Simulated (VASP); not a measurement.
# CdPd3: single point with LDA

The system is CdPd3.

```
Cd Pd
1.0
     3.91391    0.00000    0.00000
     0.00000    3.91391    0.00000
     0.00000    0.00000    3.91391
Cd Pd
1 3
Direct
  0.00000 0.00000 0.00000
  0.00000 0.50000 0.50000
  0.50000 0.00000 0.50000
  0.50000 0.50000 0.00000
```

```json
{
  "Program": "VASP 6.6.1",
  "Task": "single point",
  "Functional": "LDA",
  "Potentials or basis": "VASP PAW LDA potentials, release 64 (Cd, Pd)",
  "Cutoff": "520 eV",
  "k mesh": "6 × 6 × 6",
  "Occupations": "gaussian, width 0.1 eV",
  "Spin": "no spin polarisation"
}
```

```
Pressure               : 1.2 GPa
Band gap on the k mesh : zero (band 21 reaches 8.59 eV, above the bottom of band 22 at 8.01 eV)
```

Levels at points of the mesh, in eV from the Fermi level:
| k point | band 18 | band 19 | band 20 | band 21 | band 22 | band 23 | band 24 | band 25 |
| --- | --- | --- | --- | --- | --- | --- | --- | --- |
| (0.00, 0.00, 0.00) | -0.06 | 0.32 | 0.32 | 0.32 | 2.18 | 2.18 | 2.18 | 8.55 |
| (0.50, 0.00, 0.00) | -1.60 | -1.58 | -1.36 | -0.62 | 0.32 | 7.31 | 7.31 | 7.78 |
| (0.50, 0.50, 0.00) | -1.86 | -1.30 | -1.25 | 0.35 | 0.51 | 1.91 | 1.91 | 9.92 |
| (0.50, 0.50, 0.50) | -0.28 | -0.28 | -0.28 | -0.01 | -0.01 | -0.01 | 0.88 | 4.82 |

Wall time 40 s on 1 thread of Intel Xeon 8259CL, with other jobs on the host, peak memory 0.17 GiB.
